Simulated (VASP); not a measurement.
# Zn (C2/c) in VASP: notebook

Runs on Zn. Level: LDA. Tasks: single point.

Everything below comes from runs of VASP 6.6.1. Logs are shortened: lines on timing, memory, paths and dates and some standing lists are left out, and cuts for length are marked.

### 1 The cell of the first run

The typed cell holds 2 atoms: a = 2.797 Å, b = 2.797 Å, c = 4.934 Å, α = 104.15°, β = 104.15°, γ = 124.66°.

### 2 Single point, LDA

Input file INCAR:

```
SYSTEM = Zn
PREC     = Accurate       ! precision mode
ENCUT    = 520            ! plane-wave cutoff, eV
EDIFF    = 1E-6           ! SCF threshold, eV
ISMEAR   = -1             ! smearing method
SIGMA    = 0.1            ! smearing width, eV
LREAL    = .FALSE.        ! projectors in reciprocal space
LASPH    = .TRUE.         ! aspherical terms in the spheres
NELM     = 80             ! most SCF steps
ALGO     = Normal         ! electronic algorithm
ISIF     = 2              ! what is computed and relaxed
LWAVE    = .FALSE.        ! write WAVECAR
LCHARG   = .FALSE.        ! write CHGCAR
GGA      = CA             ! functional
NBANDS   = 19             ! bands
ISYM     = 0
```

Input file KPOINTS:

```
regular mesh
0
G
  13 13 9
  0 0 0
```

Input file POSCAR:

```
Zn
1.0
   -1.9073169702      1.5963266044      1.2802770046
    1.5963266044     -1.9073169702      1.2802770046
    3.2340680636      3.2340680636     -1.8498564291
Zn
2
Direct
    0.9505988317      0.0494011683      1.0000000000
    0.7994011683      0.2005988317      0.5000000000
```

Potentials or basis: VASP PAW LDA potentials, release 64 (Zn).

Command:

```
cat potpaw_LDA.64/Zn/POTCAR > POTCAR
mpirun -np 1 vasp_std > vasp.out
```

OUTCAR:

```text
SYSTEM = Zn
   PREC = Accurate
   ENCUT = 520
   EDIFF = 1E-6
   ISMEAR = -1
   LREAL = .FALSE.
   LASPH = .TRUE.
   NELM = 80
   ISIF = 2
   GGA = CA
   ISYM = 0

 ion  position               nearest neighbor table
   1  0.951  0.049  0.000-   2 2.58   2 2.58   2 2.58   2 2.58   2 2.72   2 2.72
   2  0.799  0.201  0.500-   1 2.58   1 2.58   1 2.58   1 2.58   1 2.72   1 2.72

IMPORTANT INFORMATION: All symmetrisations will be switched off!
NOSYMM: (Re-)initialisation of all symmetry stuff for point group C_1.

----------------------------------------------------------------------------------------

                                     Primitive cell

  volume of cell :      26.9981

  direct lattice vectors                    reciprocal lattice vectors
    -1.907316970  1.596326604  1.280277005    -0.022677174  0.262739986  0.419697151
     1.596326604 -1.907316970  1.280277005     0.262739986 -0.022677174  0.419697151
     3.234068064  3.234068064 -1.849856429     0.166146352  0.166146352  0.040358387

  length of vectors
     2.797360517  2.797360517  4.933595169     0.495673534  0.495673534  0.238407256

  position of ions in fractional coordinates (direct lattice)
     0.950598832  0.049401168  1.000000000
     0.799401168  0.200598832  0.500000000

  ion indices of the primitive-cell ions
   primitive index   ion index
                 1           1
                 2           2

----------------------------------------------------------------------------------------

 KPOINTS: regular mesh

Automatic generation of k-mesh.
 Grid dimensions read from file:
 generate k-points for:   13   13    9

 Generating k-lattice:

  Cartesian coordinates                     Fractional coordinates (reciprocal lattice)
    -0.001744398  0.020210768  0.032284396     0.076923077 -0.000000000  0.000000000
     0.020210768 -0.001744398  0.032284396    -0.000000000  0.076923077  0.000000000
     0.018460706  0.018460706  0.004484265    -0.000000000 -0.000000000  0.111111111

  Length of vectors
     0.038128733  0.038128733  0.026489695

  Shift w.r.t. Gamma in fractional coordinates (k-lattice)
     0.000000000  0.000000000  0.000000000

 Subroutine IBZKPT returns following result:
 ===========================================

 Found    761 irreducible k-points:

 Following reciprocal coordinates:
            Coordinates               Weight
  0.000000  0.000000  0.000000      1.000000
  0.076923  0.000000  0.000000      2.000000
  0.000000 -0.076923 -0.000000      2.000000
  0.153846 -0.000000  0.000000      2.000000
  0.000000 -0.153846 -0.000000      2.000000
  0.230769  0.000000  0.000000      2.000000
[... 16 lines left out ...]
  0.461538  0.076923  0.000000      2.000000
 -0.076923 -0.461538  0.000000      2.000000
 [... further k-points ...]
   k-points           NKPTS =    761   k-points in BZ     NKDIM =    761   number of bands    NBANDS=     19
   number of dos      NEDOS =    301   number of ions     NIONS =      2
   total plane-waves  NPLWV =  23040
   dimension x,y,z NGX =    24 NGY =   24 NGZ =   40
   dimension x,y,z NGXF=    48 NGYF=   48 NGZF=   80
   ions per type =               2
   NGX,Y,Z   is equivalent  to a cutoff of  14.26, 14.26, 13.48 a.u.
   NGXF,Y,Z  is equivalent  to a cutoff of  28.53, 28.53, 26.96 a.u.
 SYSTEM =  Zn
   PREC   = accura    normal or accurate (medium, high low for compatibility)
   ISTART =      0    job   : 0-new  1-cont  2-samecut
   ICHARG =      2    charge: 1-file 2-atom 10-const
   ISPIN  =      1    spin polarized calculation?
   LNONCOLLINEAR =      F non collinear calculations
   LSORBIT =      F    spin-orbit coupling
   LASPH  =      T    aspherical Exc in radial PAW
   ENCUT  =  520.0 eV  38.22 Ry    6.18 a.u.   5.20  5.20  9.17*2*pi/ulx,y,z
   NELM   =     80;   NELMIN=  2; NELMDL= -5     # of ELM steps
   EDIFF  = 0.1E-05   stopping-criterion for ELM
   LREAL  =      F    real-space projection
   EDIFFG = 0.1E-04   stopping-criterion for IOM
   NSW    =      0    number of steps for IOM
   IBRION =     -1    ionic relax: 0-MD 1-quasi-New 2-CG
   NFREE  =      0    steps in history (QN), initial steepest desc. (CG)
   ISIF   =      2    stress and relaxation
   ISYM   =      0    0-nonsym 1-usesym 2-fastsym
   POTIM  = 0.5000    time-step for ionic-motion
   TEBEG  =    0.0;   TEEND  =   0.0 temperature during run
   PSTRESS=    0.0 pullay stress
   NELECT =      24.0000    total number of electrons
   NUPDOWN=      -1.0000    fix difference up-down
   EMIN   =  10.00;   EMAX   =-10.00  energy-range for DOS
   EFERMI =   0.00;   METHOD = LEGACY
   ISMEAR =    -1;   SIGMA  =   0.10  broadening in eV -4-tet -1-fermi 0-gaus
   EFERMI_NEDOS =   21; number of points for ismear=-14 and -15
   IALGO  =     38    algorithm
   IMIX   =      4    mixing-type and parameters
     AMIX     =   0.40;   BMIX     =  1.00
     AMIX_MAG =   1.60;   BMIX_MAG =  1.00
  volume/ion in A,a.u.               =      13.50        91.10
  Fermi-wavevector in a.u.,A,eV,Ry     =   1.574107  2.974631 33.712687  2.477813
  Thomas-Fermi vector in A             =   2.675291
   LORBIT       =      0    0 simple, 1 ext, 2 COOP (PROOUT), +10 PAW based schemes
   GGA     = CA    functional components
   LHFCALC =     F    Hartree Fock is set to
   AEXX    =    0.0000 exact exchange contribution
   IVDW    =     0    specifies the selected vdW correction
   LEPSILON=     F    determine dielectric tensor
   LRPA    =     F    only Hartree local field effects (RPA)
 non-spin polarized calculation
  energy-cutoff  :      520.00
  volume of cell :       27.00
 maximum number of plane-waves:       742
 NGX is ok and might be reduce to    24
   NGX = 11   NGY = 11   NGZ = 19

 number of electron      24.0000005 magnetization

 Free energy of the ion-electron system (eV)
  ---------------------------------------------------
  ext. energy  EPLUGINS =         0.00000000
  ---------------------------------------------------
  free energy    TOTEN  =        -3.73087019 eV

  energy without entropy =       -3.71920274  energy(sigma->0) =       -3.72503647

 E-fermi :   3.9595     XC(G=0): -12.5402

 val. band max:        3.9482131715   @ k =  -0.3077   0.3077   0.0000
 cond. band min:       3.9807822081   @ k =  -0.0769  -0.0769   0.1111
 fundamental gap:      0.0325690366
 Fermi energy:         3.9594984304

 k-point     1 :       0.0000    0.0000    0.0000
  band No.  band energies     occupation
      1      -7.5988      2.00000
      2      -5.2303      2.00000
      3      -4.4455      2.00000
      4      -4.3229      2.00000
      5      -4.2252      2.00000
      6      -4.1118      2.00000
[... 11 lines left out ...]
     18      22.5632      0.00000
     19      23.9425      0.00000

 k-point     2 :       0.0769    0.0000    0.0000
  band No.  band energies     occupation
      1      -7.3720      2.00000
      2      -5.1635      2.00000
      3      -4.4382      2.00000
      4      -4.3034      2.00000
      5      -4.2402      2.00000
      6      -4.1700      2.00000
[... 11 lines left out ...]
     18      24.1113      0.00000
     19      24.5436      0.00000

 k-point     3 :       0.0000   -0.0769   -0.0000
  band No.  band energies     occupation
      1      -7.3720      2.00000
      2      -5.1635      2.00000
      3      -4.4382      2.00000
      4      -4.3034      2.00000
      5      -4.2402      2.00000
      6      -4.1700      2.00000
[... 11 lines left out ...]
     18      24.1113      0.00000
     19      24.5440      0.00000

 k-point     4 :       0.1538   -0.0000    0.0000
  band No.  band energies     occupation
      1      -6.7147      2.00000
      2      -4.9838      2.00000
      3      -4.4474      2.00000
      4      -4.3056      2.00000
      5      -4.2691      2.00000
      6      -4.2247      2.00000
[... 11 lines left out ...]
     18      20.4807      0.00000
     19      23.0706      0.00000

 k-point     5 :       0.0000   -0.1538   -0.0000
  band No.  band energies     occupation
      1      -6.7147      2.00000
      2      -4.9838      2.00000
      3      -4.4474      2.00000
      4      -4.3056      2.00000
      5      -4.2691      2.00000
      6      -4.2247      2.00000
[... 11 lines left out ...]
     18      20.4807      0.00000
     19      23.0706      0.00000

 k-point     6 :       0.2308    0.0000    0.0000
  band No.  band energies     occupation
      1      -5.7748      2.00000
      2      -4.8004      2.00000
      3      -4.4890      2.00000
      4      -4.4096      2.00000
      5      -4.2984      2.00000
      6      -4.2844      2.00000
[... 11 lines left out ...]
     18      18.7928      0.00000
     19      21.2154      0.00000

 k-point     7 :      -0.0000   -0.2308    0.0000
  band No.  band energies     occupation
      1      -5.7748      2.00000
      2      -4.8004      2.00000
      3      -4.4890      2.00000
      4      -4.4096      2.00000
      5      -4.2984      2.00000
      6      -4.2844      2.00000
[... 11 lines left out ...]
     18      18.7928      0.00000
     19      21.2154      0.00000

 k-point     8 :       0.3077   -0.0000    0.0000
  band No.  band energies     occupation
      1      -5.2087      2.00000
      2      -4.7651      2.00000
      3      -4.7082      2.00000
      4      -4.4279      2.00000
      5      -4.2426      2.00000
      6      -4.1164      2.00000
[... 256 lines left out ...]
 k-point    20 :      -0.0769   -0.3077   -0.0000
  band No.  band energies     occupation
      1      -5.1211      2.00000
      2      -4.9022      2.00000
      3      -4.6904      2.00000
      4      -4.4713      2.00000
      5      -4.1504      2.00000
      6      -3.9942      2.00000
[... 11 lines left out ...]
     18      18.0509      0.00000
     19      19.0501      0.00000

 k-point    21 :       0.3846    0.0769    0.0000
  band No.  band energies     occupation
      1      -5.1267      2.00000
      2      -5.0529      2.00000
      3      -4.6739      2.00000
      4      -4.5973      2.00000
      5      -4.0746      2.00000
      6      -3.9706      2.00000
[... 11 lines left out ...]
     18      18.0744      0.00000
     19      18.7402      0.00000

 k-point    22 :      -0.0769   -0.3846   -0.0000
  band No.  band energies     occupation
      1      -5.1267      2.00000
      2      -5.0529      2.00000
      3      -4.6739      2.00000
      4      -4.5973      2.00000
      5      -4.0746      2.00000
      6      -3.9706      2.00000
[... 11 lines left out ...]
     18      18.0744      0.00000
     19      18.7402      0.00000

 k-point    23 :       0.4615    0.0769    0.0000
  band No.  band energies     occupation
      1      -5.1424      2.00000
      2      -5.0665      2.00000
      3      -4.6939      2.00000
      4      -4.6189      2.00000
      5      -4.0915      2.00000
      6      -3.9753      2.00000
[... 11 lines left out ...]
     18      18.1452      0.00000
     19      18.7199      0.00000

 k-point    24 :      -0.0769   -0.4615    0.0000
  band No.  band energies     occupation
      1      -5.1424      2.00000
      2      -5.0665      2.00000
      3      -4.6939      2.00000
      4      -4.6189      2.00000
      5      -4.0915      2.00000
      6      -3.9753      2.00000
[... 11 lines left out ...]
     18      18.1452      0.00000
     19      18.7199      0.00000

 [... further k-points ...]

------------------------ aborting loop because EDIFF is reached ----------------------------------------

  FORCE on cell =-STRESS in cart. coord.  units (eV):
  Direction    XX          YY          ZZ          XY          YZ          ZX
  --------------------------------------------------------------------------------------
  -------------------------------------------------------------------------------------
  Total        0.1125464      0.1125463      0.1356869      0.0234719     -0.0004377     -0.0004358
  in kB        6.6789647      6.6789606      8.0522144      1.3929176     -0.0259748     -0.0258640
  external PRESSURE =       7.1367132 kB  Pullay stress =       0.0000000 kB

 VOLUME and BASIS-vectors are now :
 -----------------------------------------------------------------------------
  energy-cutoff  :      520.00
  volume of cell :       27.00
      direct lattice vectors                 reciprocal lattice vectors
    -1.907316970  1.596326604  1.280277005    -0.022677174  0.262739986  0.419697151
     1.596326604 -1.907316970  1.280277005     0.262739986 -0.022677174  0.419697151
     3.234068064  3.234068064 -1.849856429     0.166146352  0.166146352  0.040358387

 POSITION                                       TOTAL-FORCE (eV/Angst)
 -----------------------------------------------------------------------------------
     -1.73423      1.42324      1.28028        -0.004255      0.004255     -0.000000
      0.41254      2.51053      0.35535         0.004255     -0.004255      0.000000
 -----------------------------------------------------------------------------------
    total drift:                               -0.000082      0.000082      0.000001

  FREE ENERGIE OF THE ION-ELECTRON SYSTEM (eV)
  ---------------------------------------------------
  free  energy   TOTEN  =        -3.7308701889 eV

  energy  without entropy=       -3.7192027427  energy(sigma->0) =       -3.72503647
```

Run time: 3 min. Hardware: 1 thread of Intel Xeon Platinum 8488C (Sapphire Rapids), shared host; peak memory 0.4 GiB.

Results:

```yaml
Free_energy: -3.7309 eV
Pressure: 0.7 GPa
Largest_force: 0.006 eV/Å
Band_gap_on_the_k_mesh: zero (bands 12 and 13 overlap by 2.65 eV)
```

Forces on the atoms (eV/Å):
```
Zn  -0.004  0.004  0.000
Zn   0.004 -0.004  0.000
```

### 3 Single point, LDA (15.12 Å³/atom)

This run uses another cell than the first one, of 15.12 Å³/atom.

Input file INCAR:

```
PREC = Accurate ; ENCUT = 520
EDIFF = 1E-6 ; ISMEAR = -1
SIGMA = 0.1 ; LREAL = False
LASPH = True ; NELM = 100
ALGO = Normal ; ISIF = 2
LWAVE = False ; LCHARG = False
NBANDS = 19
```

Input file KPOINTS:

```
regular mesh
0
Gamma
  17 17 9
```

Input file POSCAR:

```
Zn
1.0
   -1.9807464236      1.6577832956      1.3295661591
    1.6577832956     -1.9807464236      1.3295661591
    3.3585758690      3.3585758690     -1.9210737195
Zn
2
Direct
    0.9505988317      0.0494011683      1.0000000000
    0.7994011683      0.2005988317      0.5000000000
```

Potentials or basis: VASP PAW LDA potentials, release 64 (Zn).

Command:

```
cat potpaw_LDA.64/Zn/POTCAR > POTCAR
mpirun -np 1 vasp_std > vasp.out
```

Wall time 2.8 min (1 thread of Intel Xeon Platinum 8488C (Sapphire Rapids), shared host); peak memory 0.4 GiB.

The run converged. Its results:

```yaml
Free_energy: -3.6393 eV
Pressure: -8.2 GPa
Largest_force: 0.050 eV/Å
Band_gap_on_the_k_mesh: zero (bands 12 and 13 overlap by 2.61 eV)
```

Forces in eV/Å, atoms in the order of the input:
```
Zn   0.035 -0.035  0.000
Zn  -0.035  0.035  0.000
```

Stress tensor (GPa, compression positive):
```
-8.13 -0.43  0.01
-0.43 -8.13  0.01
 0.01  0.01 -8.43
```

Levels at points of the mesh, in eV from the Fermi level:
```tsv
k point	band 8	band 9	band 10	band 11	band 12	band 13	band 14	band 15	band 16	band 17
(0.00, 0.00, 0.00)	-7.62	-7.53	-7.27	-7.11	-2.56	-0.69	12.28	13.66	14.74	17.39
```

Caveat: the cell stands under tension.

The gap in the log of VASP goes by the Fermi energy; the results here count the filled bands.